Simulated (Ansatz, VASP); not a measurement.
# Y: VASP beside Ansatz

```xyz
2
Lattice="3.6808 0.0000 0.0000 -1.8404 3.1877 0.0000 0.0000 0.0000 5.7206" Properties=species:S:1:pos:R:3 pbc="T T T"
Y     0.0000    2.1251    1.4302
Y     1.8404    1.0626    4.2905
```

Alike in both runs: task single point; functional r2SCAN; k mesh 3 × 3 × 2; occupations fermi-dirac, width 0.1 eV; no spin polarisation.

|  | VASP | Ansatz |
| --- | --- | --- |
| version | VASP 6.6.1 | Ansatz 0.2.0 |
| potentials or method | VASP PAW PBE potentials, release 64 (Y_sv), cutoff 520 eV | plane waves (500 eV) with PAW, scalar-relativistic |
| valence electrons in the cell | 22 | 22 |

|  | VASP | Ansatz | Ansatz less VASP |
| --- | --- | --- | --- |
| pressure (GPa) | -0.7 | -0.7 | -0.02 |

VASP's potentials were made for PBE, not for r2SCAN.

The k mesh is coarse, so the values compare programs but aren't converged.
